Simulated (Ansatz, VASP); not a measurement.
## Sr4HfO: VASP beside Ansatz

```
Sr Hf O
1.0
     5.85343    0.00000    0.00000
    -2.92672    5.06922    0.00000
     0.00000    0.00000    6.84655
Sr Hf O
4 1 1
Direct
  0.33333 0.66667 0.25553
  0.66667 0.33333 0.25553
  0.66667 0.33333 0.74447
  0.33333 0.66667 0.74447
  0.00000 0.00000 0.50000
  0.00000 0.00000 0.00000
```

Alike in both runs: functional PBE; k mesh 3 × 3 × 4; occupations gaussian, width 0.1 eV; no spin polarisation.

Ansatz relaxed the structure, and its values are those at the end. VASP's run is a single point on that final structure, the one shown.

|  | VASP | Ansatz |
| --- | --- | --- |
| version | VASP 6.6.1 | Ansatz 0.2.0 |
| potentials or method | VASP PAW PBE potentials, release 64 (Sr_sv, Hf_pv, O), cutoff 520 eV | scalar-relativistic, plane waves, PAW |
| valence electrons in the cell | 56 | 72 |

```tsv
	VASP	Ansatz	Ansatz less VASP
gap on the k mesh at the Fermi level (eV)	none	none	-
pressure (GPa)	-0.1	-0.1	0.00
rms of the force components (eV/Å)	0.010	0.009	-0.0013
```

A gap of «none» marks a metal or a gap that the smearing closes. VASP's potentials hold 56 valence electrons a cell and Ansatz's 72, so a difference there can come from the potentials and not from the codes.

The k mesh is coarse, so the values compare programs but aren't converged. Spin-orbit coupling is off throughout.
